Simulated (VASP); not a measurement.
# AlN in VASP: notebook

The runs below take AlN through single point, with PBE, r2SCAN.

Program: VASP 6.6.1. These are calculated values, not measurements. Logs are shortened: lines on timing, memory, paths and dates and some standing lists are left out, and cuts for length are marked.

### 1 The cell of the first run

The structure is cubic, space group F-43m (No. 216). Conventional cell: a = 4.346 Å, b = 4.346 Å, c = 4.346 Å, α = 90.00°, β = 90.00°, γ = 90.00°. Al (site symmetry -43m) has 4 N at 1.88 Å within 2.5 Å. N (site symmetry -43m) has 4 Al at 1.88 Å within 2.5 Å.

### 2 Single point, PBE (strain -0.5%)

INCAR

```
  PREC = Accurate
  ENCUT = 520
  EDIFF = 1E-7
  ISMEAR = -1
  SIGMA = 0.02
  LREAL = False
  LASPH = True
  NELM = 60
  ALGO = Normal
  ISIF = 2
  LWAVE = False
  LCHARG = False
  GGA = PE
  NBANDS = 11
```

KPOINTS

```
regular mesh
0
Gamma
  10 10 10
```

POSCAR

```
AlN
1.0
    0.0000000000      2.1730780881      2.1730780881
    2.1730780881      0.0000000000      2.1730780881
    2.1730780881      2.1730780881      0.0000000000
Al N
1 1
Direct
    0.0000000000      0.0000000000      0.0000000000
    0.2500000000      0.2500000000      0.2500000000
```

Potentials or basis: VASP PAW PBE potentials, release 64 (Al, N).

Run with:

```console
$ cat potpaw_PBE.64/Al/POTCAR potpaw_PBE.64/N/POTCAR > POTCAR
$ mpirun -np 1 vasp_std > vasp.out
```

OUTCAR:

```text
PREC = Accurate
   ENCUT = 520
   EDIFF = 1E-7
   ISMEAR = -1
   LREAL = False
   LASPH = True
   NELM = 60
   ISIF = 2
   GGA = PE

 ion  position               nearest neighbor table
   1  0.000  0.000  0.000-   2 1.88   2 1.88   2 1.88   2 1.88
   2  0.250  0.250  0.250-   1 1.88   1 1.88   1 1.88   1 1.88

  LATTYP: Found a face centered cubic cell.
 ALAT       =     4.3461561762

  Lattice vectors:

 A1 = (   0.0000000000,   2.1730780881,   2.1730780881)
 A2 = (   2.1730780881,   0.0000000000,   2.1730780881)
 A3 = (   2.1730780881,   2.1730780881,   0.0000000000)

Analysis of symmetry for initial positions (statically):
=====================================================================
 Subroutine PRICEL returns:
 Original cell was already a primitive cell.

 Routine SETGRP: Setting up the symmetry group for a
 face centered cubic supercell.

 Subroutine GETGRP returns: Found 24 space group operations
 (whereof 24 operations were pure point group operations)
 out of a pool of 48 trial point group operations.

The static configuration has the point symmetry T_d .

Analysis of symmetry for dynamics (positions and initial velocities):
=====================================================================
 Subroutine PRICEL returns:
 Original cell was already a primitive cell.

 Routine SETGRP: Setting up the symmetry group for a
 face centered cubic supercell.

 Subroutine GETGRP returns: Found 24 space group operations
 (whereof 24 operations were pure point group operations)
 out of a pool of 48 trial point group operations.

The dynamic configuration has the point symmetry T_d .

 Subroutine INISYM returns: Found 24 space group operations
 (whereof 24 operations are pure point group operations),
 and found     1 'primitive' translations

----------------------------------------------------------------------------------------

                                     Primitive cell

  volume of cell :      20.5237

  direct lattice vectors                    reciprocal lattice vectors
     0.000000000  2.173078088  2.173078088    -0.230088372  0.230088372  0.230088372
     2.173078088  0.000000000  2.173078088     0.230088372 -0.230088372  0.230088372
     2.173078088  2.173078088  0.000000000     0.230088372  0.230088372 -0.230088372

  length of vectors
     3.073196504  3.073196504  3.073196504     0.398524751  0.398524751  0.398524751

  position of ions in fractional coordinates (direct lattice)
     0.000000000  0.000000000  0.000000000
     0.250000000  0.250000000  0.250000000

  ion indices of the primitive-cell ions
   primitive index   ion index
                 1           1
                 2           2

----------------------------------------------------------------------------------------

 KPOINTS: regular mesh

Automatic generation of k-mesh.
 Grid dimensions read from file:
 generate k-points for:   10   10   10

 Generating k-lattice:

  Cartesian coordinates                     Fractional coordinates (reciprocal lattice)
    -0.023008837  0.023008837  0.023008837     0.100000000  0.000000000  0.000000000
     0.023008837 -0.023008837  0.023008837     0.000000000  0.100000000  0.000000000
     0.023008837  0.023008837 -0.023008837     0.000000000  0.000000000  0.100000000

  Length of vectors
     0.039852475  0.039852475  0.039852475

  Shift w.r.t. Gamma in fractional coordinates (k-lattice)
     0.000000000  0.000000000  0.000000000

 Subroutine IBZKPT returns following result:
 ===========================================

 Found     47 irreducible k-points:

 Following reciprocal coordinates:
            Coordinates               Weight
  0.000000  0.000000  0.000000      1.000000
  0.100000  0.000000  0.000000      8.000000
  0.200000  0.000000  0.000000      8.000000
  0.300000  0.000000  0.000000      8.000000
  0.400000  0.000000  0.000000      8.000000
  0.500000  0.000000  0.000000      4.000000
[... 16 lines left out ...]
  0.300000  0.300000  0.000000      6.000000
  0.400000  0.300000  0.000000     24.000000
 [... further k-points ...]
   k-points           NKPTS =     47   k-points in BZ     NKDIM =     47   number of bands    NBANDS=     11
   number of dos      NEDOS =    301   number of ions     NIONS =      2
   total plane-waves  NPLWV =  13824
   dimension x,y,z NGX =    24 NGY =   24 NGZ =   24
   dimension x,y,z NGXF=    48 NGYF=   48 NGZF=   48
   ions per type =               1   1
   NGX,Y,Z   is equivalent  to a cutoff of  12.98, 12.98, 12.98 a.u.
   NGXF,Y,Z  is equivalent  to a cutoff of  25.97, 25.97, 25.97 a.u.
 SYSTEM =  unknown system
   PREC   = accura    normal or accurate (medium, high low for compatibility)
   ISTART =      0    job   : 0-new  1-cont  2-samecut
   ICHARG =      2    charge: 1-file 2-atom 10-const
   ISPIN  =      1    spin polarized calculation?
   LNONCOLLINEAR =      F non collinear calculations
   LSORBIT =      F    spin-orbit coupling
   LASPH  =      T    aspherical Exc in radial PAW
   ENCUT  =  520.0 eV  38.22 Ry    6.18 a.u.   5.71  5.71  5.71*2*pi/ulx,y,z
   NELM   =     60;   NELMIN=  2; NELMDL= -5     # of ELM steps
   EDIFF  = 0.1E-06   stopping-criterion for ELM
   LREAL  =      F    real-space projection
   EDIFFG = 0.1E-05   stopping-criterion for IOM
   NSW    =      0    number of steps for IOM
   IBRION =     -1    ionic relax: 0-MD 1-quasi-New 2-CG
   NFREE  =      0    steps in history (QN), initial steepest desc. (CG)
   ISIF   =      2    stress and relaxation
   ISYM   =      2    0-nonsym 1-usesym 2-fastsym
   POTIM  = 0.5000    time-step for ionic-motion
   TEBEG  =    0.0;   TEEND  =   0.0 temperature during run
   PSTRESS=    0.0 pullay stress
   NELECT =       8.0000    total number of electrons
   NUPDOWN=      -1.0000    fix difference up-down
   EMIN   =  10.00;   EMAX   =-10.00  energy-range for DOS
   EFERMI =   0.00;   METHOD = LEGACY
   ISMEAR =    -1;   SIGMA  =   0.02  broadening in eV -4-tet -1-fermi 0-gaus
   EFERMI_NEDOS =   21; number of points for ismear=-14 and -15
   IALGO  =     38    algorithm
   IMIX   =      4    mixing-type and parameters
     AMIX     =   0.40;   BMIX     =  1.00
     AMIX_MAG =   1.60;   BMIX_MAG =  1.00
  volume/ion in A,a.u.               =      10.26        69.25
  Fermi-wavevector in a.u.,A,eV,Ry     =   1.195876  2.259878 19.457957  1.430119
  Thomas-Fermi vector in A             =   2.331830
   LORBIT       =      0    0 simple, 1 ext, 2 COOP (PROOUT), +10 PAW based schemes
   GGA     = PE    functional components
   LHFCALC =     F    Hartree Fock is set to
   AEXX    =    0.0000 exact exchange contribution
   IVDW    =     0    specifies the selected vdW correction
   LEPSILON=     F    determine dielectric tensor
   LRPA    =     F    only Hartree local field effects (RPA)
 non-spin polarized calculation
  energy-cutoff  :      520.00
  volume of cell :       20.52
 maximum number of plane-waves:       568
   NGX = 11   NGY = 11   NGZ = 11

 number of electron       7.9999999 magnetization

 Free energy of the ion-electron system (eV)
  ---------------------------------------------------
  ext. energy  EPLUGINS =         0.00000000
  ---------------------------------------------------
  free energy    TOTEN  =       -14.82820204 eV

  energy without entropy =      -14.82820204  energy(sigma->0) =      -14.82820204

 E-fermi :   6.5862     XC(G=0): -10.9994

 val. band max:        6.1127291395   @ k =   0.0000   0.0000   0.0000
 cond. band min:       9.4380911433   @ k =   0.5000   0.5000   0.0000
 fundamental gap:      3.3253620038
 Fermi energy:         6.5862006988

 k-point     1 :       0.0000    0.0000    0.0000
  band No.  band energies     occupation
      1      -8.9557      2.00000
      2       6.1127      2.00000
      3       6.1127      2.00000
      4       6.1127      2.00000
      5      10.4425      0.00000
      6      18.8228      0.00000
      7      18.8228      0.00000
      8      18.8228      0.00000
      9      23.9224      0.00000
     10      23.9224      0.00000
     11      25.3541      0.00000

 k-point     2 :       0.1000    0.0000    0.0000
  band No.  band energies     occupation
      1      -8.8067      2.00000
      2       5.3014      2.00000
      3       6.0610      2.00000
      4       6.0610      2.00000
      5      11.0990      0.00000
      6      18.4334      0.00000
      7      18.9584      0.00000
      8      18.9584      0.00000
      9      22.6546      0.00000
     10      22.6546      0.00000
     11      24.5586      0.00000

 k-point     3 :       0.2000    0.0000    0.0000
  band No.  band energies     occupation
      1      -8.3823      2.00000
      2       3.6847      2.00000
      3       5.9320      2.00000
      4       5.9320      2.00000
      5      12.2230      0.00000
      6      17.6267      0.00000
      7      18.8753      0.00000
      8      18.8753      0.00000
      9      22.1295      0.00000
     10      22.1295      0.00000
     11      23.6935      0.00000

 k-point     4 :       0.3000    0.0000    0.0000
  band No.  band energies     occupation
      1      -7.7648      2.00000
      2       2.0190      2.00000
      3       5.7840      2.00000
      4       5.7840      2.00000
      5      13.0675      0.00000
      6      16.8535      0.00000
      7      18.1885      0.00000
      8      18.1885      0.00000
      9      23.2195      0.00000
     10      23.2195      0.00000
     11      23.5242      0.00000
[... 239 lines left out ...]
 k-point    22 :      -0.2000    0.2000    0.0000
  band No.  band energies     occupation
      1      -7.5619      2.00000
      2       2.3280      2.00000
      3       4.4067      2.00000
      4       5.8593      2.00000
      5      13.7878      0.00000
      6      16.1865      0.00000
      7      17.6581      0.00000
      8      18.7265      0.00000
      9      21.2197      0.00000
     10      24.7521      0.00000
     11      27.6516      0.00000

 k-point    23 :       0.3000    0.3000    0.0000
  band No.  band energies     occupation
      1      -7.3813      2.00000
      2       2.5784      2.00000
      3       4.8625      2.00000
      4       4.8625      2.00000
      5      11.4912      0.00000
      6      15.9199      0.00000
      7      18.1610      0.00000
      8      20.7880      0.00000
      9      20.7880      0.00000
     10      26.6484      0.00000
     11      30.1489      0.00000

 k-point    24 :       0.4000    0.3000    0.0000
  band No.  band energies     occupation
      1      -6.9076      2.00000
      2       1.9337      2.00000
      3       4.3957      2.00000
      4       4.6978      2.00000
      5      11.0621      0.00000
      6      15.7491      0.00000
      7      18.5479      0.00000
      8      20.8680      0.00000
      9      21.3899      0.00000
     10      27.6002      0.00000
     11      29.9373      0.00000

 [... further k-points ...]
[... 5 lines left out ...]
  --------------------------------------------------------------------------------------
  -------------------------------------------------------------------------------------
  Total        1.0071784      1.0071784      1.0071784      0.0000000     -0.0000000      0.0000000
  in kB       78.6250591     78.6250591     78.6250591      0.0000000     -0.0000000      0.0000000
  external PRESSURE =      78.6250591 kB  Pullay stress =       0.0000000 kB

 VOLUME and BASIS-vectors are now :
 -----------------------------------------------------------------------------
  energy-cutoff  :      520.00
  volume of cell :       20.52
      direct lattice vectors                 reciprocal lattice vectors
     0.000000000  2.173078088  2.173078088    -0.230088372  0.230088372  0.230088372
     2.173078088  0.000000000  2.173078088     0.230088372 -0.230088372  0.230088372
     2.173078088  2.173078088  0.000000000     0.230088372  0.230088372 -0.230088372

 POSITION                                       TOTAL-FORCE (eV/Angst)
 -----------------------------------------------------------------------------------
      0.00000      0.00000      0.00000         0.000000      0.000000      0.000000
      1.08654      1.08654      1.08654        -0.000000     -0.000000     -0.000000
 -----------------------------------------------------------------------------------
    total drift:                                0.000000      0.000000      0.000000

  FREE ENERGIE OF THE ION-ELECTRON SYSTEM (eV)
  ---------------------------------------------------
  free  energy   TOTEN  =       -14.8282020358 eV

  energy  without entropy=      -14.8282020358  energy(sigma->0) =      -14.82820204
```

Wall time 5.4 s (1 thread of Intel Xeon 6975P-C, shared host); peak memory 0.13 GiB.

Results:

```
Free energy            : -14.8282 eV
Pressure               : 7.9 GPa
Band gap on the k mesh : 3.33 eV, indirect (least direct gap 4.33 eV)
```

Caveat: the cell differs from its parent crystal (strain -0.5%).

### 3 Single point, r2SCAN (strain -0.5%)

POSCAR is that of step 2.

INCAR.step1

```
  PREC = Accurate
  ENCUT = 520
  ISMEAR = 0
  SIGMA = 0.01
  LREAL = F
  LASPH = T
  NELM = 100
  NBANDS = 11
  GGA = PE
  ALGO = Normal
  EDIFF = 1E-4
  LWAVE = T
  LCHARG = F
```

INCAR.step2

```
  PREC = Accurate
  ENCUT = 520
  EDIFF = 1E-6
  ISMEAR = 0
  SIGMA = 0.01
  LREAL = F
  LASPH = T
  NELM = 100
  ALGO = Normal
  ISIF = 2
  LWAVE = F
  LCHARG = T
  METAGGA = R2SCAN
  LMIXTAU = T
  LELF = T
  LVHAR = T
  NBANDS = 11
  ISTART = 1
```

KPOINTS

```
Automatic mesh
0
Gamma
  10 10 10
```

Potentials or basis: VASP PAW PBE potentials, release 64 (Al, N).

Run with:

```console
$ cat potpaw_PBE.64/Al/POTCAR potpaw_PBE.64/N/POTCAR > POTCAR
$ cp INCAR.step1 INCAR
$ mpirun -np 1 vasp_std > vasp.out
$ cp INCAR.step2 INCAR
$ mpirun -np 1 vasp_std > vasp.out
```

It took 22 s on 1 thread of Intel Xeon 6975P-C, shared host; peak memory 0.14 GiB.

The run converged. Its results:

```
Free energy            : -19.1764 eV
Pressure               : 3.1 GPa
Band gap on the k mesh : 3.95 eV, indirect (least direct gap 5.03 eV)
```

Levels at points of the mesh, in eV from the valence-band top:
```
           k point  band 1  band 2  band 3  band 4  band 5  band 6  band 7  band 8  band 9
(0.00, 0.00, 0.00)  -15.83    0.00    0.00    0.00    5.03   13.68   13.68   13.68   18.66
(0.50, 0.00, 0.00)  -13.77   -5.96   -0.49   -0.49    8.36   10.94   12.04   12.04   19.54
(0.50, 0.50, 0.00)  -13.13   -5.00   -1.82   -1.82    3.95    9.58   15.42   17.15   17.15
```

Caveat: the cell differs from its parent crystal (strain -0.5%); the PAW data sets were made with another functional, which shifts forces and pressure a little.

(Part 1 of 2 ends here.)
